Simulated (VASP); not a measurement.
# Cu (P6/mmm) in VASP: a series of runs

Runs on Cu. Level: PBE. Tasks: relaxation of cell and atoms, single point.

All numbers are computed with VASP 6.6.1; they aren't measurements. Logs are shortened: lines on timing, memory, paths and dates and some standing lists are left out, and cuts for length are marked.

### 1 The cell of the first run

Symmetry: P6/mmm, No. 191, hexagonal system. Conventional cell: a = 1.931 Å, b = 1.931 Å, c = 1.815 Å, α = 90.00°, β = 90.00°, γ = 120.00°. Cu (site symmetry 6/mmm) has 8 Cu at 1.82 to 1.93 Å within 2.4 Å.

### 2 Relaxation of cell and atoms, PBE, target pressure 600 GPa, at which the enthalpy is minimised

Contents of INCAR:

```
SYSTEM = Cu
  ALGO = Normal
  EDIFF = 1E-6
  EDIFFG = -0.005
  ENCUT = 600
  GGA = PE
  IBRION = 2
  ISIF = 3
  ISMEAR = -1
  LASPH = .TRUE.
  LCHARG = .FALSE.
  LREAL = .FALSE.
  LWAVE = .FALSE.
  NELM = 100
  NSW = 60
  PREC = Accurate
  PSTRESS = 6000.0
  SIGMA = 0.08
```

Contents of KPOINTS:

```
k-points
0
G
  22 22 21
  0 0 0
```

Contents of POSCAR:

```
Cu
1.0
    1.9310023867      0.0000000000      0.0000000000
   -0.9655011933      1.6722971216      0.0000000000
    0.0000000000      0.0000000000      1.8151422435
Cu
1
Direct
    0.0000000000      0.0000000000      0.0000000000
```

Potentials or basis: VASP PAW PBE potentials, release 64 (Cu).

Command:

```sh
$ cat potpaw_PBE.64/Cu/POTCAR > POTCAR
$ mpirun -np 1 vasp_std > vasp.out
```

OUTCAR:

```text
SYSTEM = Cu
   EDIFF = 1E-6
   EDIFFG = -0.005
   ENCUT = 600
   GGA = PE
   IBRION = 2
   ISIF = 3
   ISMEAR = -1
   LASPH = .TRUE.
   LREAL = .FALSE.
   NELM = 100
   NSW = 60
   PREC = Accurate
   PSTRESS = 6000.0

 ion  position               nearest neighbor table
   1  0.000  0.000  0.000-

  LATTYP: Found a hexagonal cell.
 ALAT       =     1.9310023867
 C/A-ratio  =     0.9400000000

  Lattice vectors:

 A1 = (   1.9310023867,   0.0000000000,   0.0000000000)
 A2 = (  -0.9655011933,   1.6722971216,   0.0000000000)
 A3 = (   0.0000000000,   0.0000000000,   1.8151422435)

Analysis of symmetry for initial positions (statically):
=====================================================================
 Subroutine PRICEL returns:
 Original cell was already a primitive cell.

 Routine SETGRP: Setting up the symmetry group for a
 hexagonal supercell.

 Subroutine GETGRP returns: Found 24 space group operations
 (whereof 24 operations were pure point group operations)
 out of a pool of 24 trial point group operations.

The static configuration has the point symmetry D_6h.

Analysis of symmetry for dynamics (positions and initial velocities):
=====================================================================
 Subroutine PRICEL returns:
 Original cell was already a primitive cell.

 Routine SETGRP: Setting up the symmetry group for a
 hexagonal supercell.

 Subroutine GETGRP returns: Found 24 space group operations
 (whereof 24 operations were pure point group operations)
 out of a pool of 24 trial point group operations.

The dynamic configuration has the point symmetry D_6h.

 Subroutine INISYM returns: Found 24 space group operations
 (whereof 24 operations are pure point group operations),
 and found     1 'primitive' translations

----------------------------------------------------------------------------------------

                                     Primitive cell

  volume of cell :       5.8615

  direct lattice vectors                    reciprocal lattice vectors
     1.931002387  0.000000000  0.000000000     0.517865750  0.298989930  0.000000000
    -0.965501193  1.672297122  0.000000000     0.000000000  0.597979861  0.000000000
     0.000000000  0.000000000  1.815142243     0.000000000  0.000000000  0.550921011

  length of vectors
     1.931002387  1.931002387  1.815142243     0.597979861  0.597979861  0.550921011

  position of ions in fractional coordinates (direct lattice)
     0.000000000  0.000000000  0.000000000

  ion indices of the primitive-cell ions
   primitive index   ion index
                 1           1

----------------------------------------------------------------------------------------

 KPOINTS: k-points

Automatic generation of k-mesh.
 Grid dimensions read from file:
 generate k-points for:   22   22   21

 Generating k-lattice:

  Cartesian coordinates                     Fractional coordinates (reciprocal lattice)
     0.023539352  0.013590451  0.000000000     0.045454545  0.000000000  0.000000000
     0.000000000  0.027180903  0.000000000     0.000000000  0.045454545  0.000000000
     0.000000000  0.000000000  0.026234334     0.000000000  0.000000000  0.047619048

  Length of vectors
     0.027180903  0.027180903  0.026234334

  Shift w.r.t. Gamma in fractional coordinates (k-lattice)
     0.000000000  0.000000000  0.000000000

 Subroutine IBZKPT returns following result:
 ===========================================

 Found    572 irreducible k-points:

 Following reciprocal coordinates:
            Coordinates               Weight
  0.000000  0.000000  0.000000      1.000000
  0.045455  0.000000  0.000000      6.000000
  0.090909  0.000000  0.000000      6.000000
  0.136364  0.000000  0.000000      6.000000
  0.181818  0.000000  0.000000      6.000000
  0.227273  0.000000  0.000000      6.000000
[... 16 lines left out ...]
  0.090909  0.090909  0.000000      6.000000
  0.136364  0.090909  0.000000     12.000000
 [... further k-points ...]
   k-points           NKPTS =    572   k-points in BZ     NKDIM =    572   number of bands    NBANDS=      9
   number of dos      NEDOS =    301   number of ions     NIONS =      1
   total plane-waves  NPLWV =   4096
   dimension x,y,z NGX =    16 NGY =   16 NGZ =   16
   dimension x,y,z NGXF=    32 NGYF=   32 NGZF=   32
   ions per type =               1
   NGX,Y,Z   is equivalent  to a cutoff of  13.77, 13.77, 14.65 a.u.
   NGXF,Y,Z  is equivalent  to a cutoff of  27.55, 27.55, 29.31 a.u.
 SYSTEM =  Cu
   PREC   = accura    normal or accurate (medium, high low for compatibility)
   ISTART =      0    job   : 0-new  1-cont  2-samecut
   ICHARG =      2    charge: 1-file 2-atom 10-const
   ISPIN  =      1    spin polarized calculation?
   LNONCOLLINEAR =      F non collinear calculations
   LSORBIT =      F    spin-orbit coupling
   LASPH  =      T    aspherical Exc in radial PAW
   ENCUT  =  600.0 eV  44.10 Ry    6.64 a.u.   3.86  3.86  3.63*2*pi/ulx,y,z
   NELM   =    100;   NELMIN=  2; NELMDL= -5     # of ELM steps
   EDIFF  = 0.1E-05   stopping-criterion for ELM
   LREAL  =      F    real-space projection
   EDIFFG = -.5E-02   stopping-criterion for IOM
   NSW    =     60    number of steps for IOM
   IBRION =      2    ionic relax: 0-MD 1-quasi-New 2-CG
   NFREE  =      1    steps in history (QN), initial steepest desc. (CG)
   ISIF   =      3    stress and relaxation
   ISYM   =      2    0-nonsym 1-usesym 2-fastsym
   POTIM  = 0.5000    time-step for ionic-motion
   TEBEG  =    0.0;   TEEND  =   0.0 temperature during run
   PSTRESS= 6000.0 pullay stress
   NELECT =      11.0000    total number of electrons
   NUPDOWN=      -1.0000    fix difference up-down
   EMIN   =  10.00;   EMAX   =-10.00  energy-range for DOS
   EFERMI =   0.00;   METHOD = LEGACY
   ISMEAR =    -1;   SIGMA  =   0.08  broadening in eV -4-tet -1-fermi 0-gaus
   EFERMI_NEDOS =   21; number of points for ismear=-14 and -15
   IALGO  =     38    algorithm
   IMIX   =      4    mixing-type and parameters
     AMIX     =   0.40;   BMIX     =  1.00
     AMIX_MAG =   1.60;   BMIX_MAG =  1.00
  volume/ion in A,a.u.               =       5.86        39.56
  Fermi-wavevector in a.u.,A,eV,Ry     =   2.019312  3.815946 55.479400  4.077621
  Thomas-Fermi vector in A             =   3.030091
   LORBIT       =      0    0 simple, 1 ext, 2 COOP (PROOUT), +10 PAW based schemes
   GGA     = PE    functional components
   LHFCALC =     F    Hartree Fock is set to
   AEXX    =    0.0000 exact exchange contribution
   IVDW    =     0    specifies the selected vdW correction
   LEPSILON=     F    determine dielectric tensor
   LRPA    =     F    only Hartree local field effects (RPA)
 conjugate gradient relaxation of ions
 non-spin polarized calculation
  energy-cutoff  :      600.00
  volume of cell :        5.86
 maximum number of plane-waves:       206
 NGX is ok and might be reduce to    16
   NGX =  7   NGY =  7   NGZ =  7

--------------------------------------- Ionic step        1  -------------------------------------------

 number of electron      10.9999999 magnetization

 Free energy of the ion-electron system (eV)
  ---------------------------------------------------
  ext. energy  EPLUGINS =         0.00000000
  ---------------------------------------------------
  free energy    TOTEN  =         3.46500220 eV

  energy without entropy =        3.46834542  energy(sigma->0) =        3.46667381

------------------------ aborting loop because EDIFF is reached ----------------------------------------

  FORCE on cell =-STRESS in cart. coord.  units (eV):
  Direction    XX          YY          ZZ          XY          YZ          ZX
  --------------------------------------------------------------------------------------
  -------------------------------------------------------------------------------------
  Total       23.9350560     23.9350560     25.9131392      0.0000000      0.0000000      0.0000000
  in kB     6542.4153581   6542.4153577   7083.1052229      0.0000002      0.0000000      0.0000000
  external PRESSURE =     722.6453129 kB  Pullay stress =    6000.0000000 kB
[... 281 lines left out ...]
  enthalpy is  TOTEN    =        25.3672882677 eV   P V=       22.7179273139

--------------------------------------- Ionic step        9  -------------------------------------------

 number of electron      11.0000007 magnetization

 Free energy of the ion-electron system (eV)
  ---------------------------------------------------
  ext. energy  EPLUGINS =         0.00000000
  ---------------------------------------------------
  free energy    TOTEN  =         2.73158506 eV

  energy without entropy =        2.73492945  energy(sigma->0) =        2.73325725

 E-fermi :  20.1763     XC(G=0): -17.0838

 val. band max:       20.1545933085   @ k =   0.2727   0.1818   0.1429
 cond. band min:      20.2142944491   @ k =   0.4545   0.0909   0.0952
 fundamental gap:      0.0597011405
 Fermi energy:        20.1763375936

 k-point     1 :       0.0000    0.0000    0.0000
  band No.  band energies     occupation
      1       4.1609      2.00000
      2       9.8366      2.00000
      3      13.4060      2.00000
      4      13.4060      2.00000
      5      17.7247      2.00000
      6      17.7247      2.00000
      7      46.4825      0.00000
      8      47.1879      0.00000
      9      55.0350      0.00000
[... 265 lines left out ...]
 k-point    24 :       0.1364    0.0909    0.0000
  band No.  band energies     occupation
      1       6.3571      2.00000
      2      10.5297      2.00000
      3      12.2604      2.00000
      4      14.8967      2.00000
      5      16.7604      2.00000
      6      17.5115      2.00000
      7      42.4514      0.00000
      8      47.0387      0.00000
      9      49.7153      0.00000

 [... further k-points ...]
[... 5 lines left out ...]
  --------------------------------------------------------------------------------------
  -------------------------------------------------------------------------------------
  Total       22.6321750     22.6321750     22.6352362      0.0000000      0.0000000     -0.0000000
  in kB     5999.2285758   5999.2285752   6000.0400158      0.0000003      0.0000000     -0.0000000
  external PRESSURE =      -0.5009444 kB  Pullay stress =    6000.0000000 kB
[... 16 lines left out ...]
  FREE ENERGIE OF THE ION-ELECTRON SYSTEM (eV)
  ---------------------------------------------------
  free  energy   TOTEN  =         2.7315850640 eV

  energy  without entropy=        2.7349294458  energy(sigma->0) =        2.73325725

  enthalpy is  TOTEN    =        25.3666702887 eV   P V=       22.6350852247

 reached required accuracy - stopping structural energy minimisation
```

It took 86 s on 1 thread of AMD EPYC 9R45 (Zen 5), shared host; peak memory 0.13 GiB.

What came out:

```yaml
Free_energy: 2.7316 eV
Relaxed_volume: 6.04 Å³/atom
Relaxed_cell: a = 1.942 Å, b = 1.942 Å, c = 1.850 Å, α = 90.00°, β = 90.00°, γ = 120.00°
Space_group_after_relaxing_to_0.05_Å: P6/mmm (No. 191)
Energy_change_on_relaxing_the_enthalpy_is_what_falls: -733.4 meV/atom
Ionic_steps: 9
Pressure_after_relaxing: 599.9 GPa
```

Step by step:
```
step  energy change (eV)  largest force (eV/Å)  pressure (GPa)  volume (Å³)
   1              0.0000                0.0000          672.26         5.86
   2             -5.3692                0.0000          159.95         8.38
   3             -0.9457                0.0000          578.73         6.10
   4             -0.7712                0.0000          595.53         6.05
   5             -0.7566                0.0000          597.27         6.05
   6             -0.4979                0.0000          622.89         5.99
   7             -0.7227                0.0000          601.15         6.04
   8             -0.8156                0.0000          591.93         6.07
   9             -0.7334                0.0000          599.95         6.04
```

Final structure:
```
Cu
1.0
     1.94205    0.00000    0.00000
    -0.97103    1.68187    0.00000
     0.00000    0.00000    1.85050
Cu
1
Cartesian
  0.0000 0.0000 0.0000
```

Caveat: the cell is relaxed towards a set pressure, so the enthalpy falls and the energy may rise.

### 3 Relaxation of cell and atoms, PBE, target pressure 600 GPa, at which the enthalpy is minimised

This run uses another cell than the first one, of 6.01 Å³/atom, 1.025 times its volume.

Contents of INCAR:

```
PREC = Accurate
ENCUT = 600
EDIFF = 1E-7
ISMEAR = -1
SIGMA = 0.08
LREAL = False
LASPH = True
NELM = 80
ALGO = Normal
ISIF = 3
LWAVE = False
LCHARG = False
GGA = PE
IBRION = 2
NSW = 32
EDIFFG = -0.005
PSTRESS = 6000.0
```

Contents of KPOINTS:

```
regular mesh
0
Gamma
  22 22 21
```

Contents of POSCAR:

```
Cu
1.0
    1.9390515225      0.0000000000      0.0000000000
   -0.9695257612      1.6792678777      0.0000000000
    0.0000000000      0.0000000000      1.8455310030
Cu
1
Direct
    0.0000000000      0.0000000000      0.0000000000
```

Potentials or basis: VASP PAW PBE potentials, release 64 (Cu).

Command:

```sh
$ cat potpaw_PBE.64/Cu/POTCAR > POTCAR
$ mpirun -np 1 vasp_std > vasp.out
```

Run time: 88 s. Hardware: 1 thread of AMD EPYC 9R45 (Zen 5), shared host; peak memory 0.13 GiB.

The run converged, but its numbers aren't listed here, since they failed a check.

Caveat: the cell is relaxed towards a set pressure, so the enthalpy falls and the energy may rise.

### 4 Single point, PBE

This run uses another cell than the first one, of 6.01 Å³/atom, 1.025 times its volume.

Contents of INCAR:

```
SYSTEM = Cu
PREC = Accurate
ENCUT = 700
EDIFF = 1E-6
ISMEAR = -1
SIGMA = 0.08
LREAL = .False.
LASPH = .True.
NELM = 120
ALGO = Normal
ISIF = 2
LWAVE = .False.
LCHARG = .False.
GGA = PE
NBANDS = 16
GGA_COMPAT = .False.
```

Contents of KPOINTS:

```
Automatic mesh
0
Gamma
  22 22 21
  0 0 0
```

POSCAR is that of step 3.

Potentials or basis: VASP PAW PBE potentials, release 64 (Cu_sv_GW).

Command:

```sh
$ cat potpaw_PBE.64/Cu_sv_GW/POTCAR > POTCAR
$ mpirun -np 1 vasp_std > vasp.out
```

Run time: 1.8 min. Hardware: 1 thread of Intel Xeon Platinum 8175M at 2.50GHz (Skylake/Cascade Lake), shared host; peak memory 0.22 GiB.

The run converged. Its results:

* Free energy: 2.7538 eV
* Pressure: 593.5 GPa

Stress tensor (GPa, compression positive):
```
592.66   0.00   0.00
  0.00 592.66   0.00
  0.00   0.00 595.07
```

Levels at points of the mesh, in eV from the Fermi level:
| k point | band 6 | band 7 | band 8 | band 9 | band 10 | band 11 | band 12 | band 13 | band 14 | band 15 |
| --- | --- | --- | --- | --- | --- | --- | --- | --- | --- | --- |
| (0.00, 0.00, 0.00) | -10.46 | -6.85 | -6.85 | -2.49 | -2.49 | 26.60 | 27.40 | 34.67 | 38.41 | 38.42 |
| (0.50, 0.00, 0.00) | -8.93 | -5.15 | -3.80 | -3.02 | -2.19 | 8.25 | 22.86 | 32.38 | 33.67 | 40.84 |
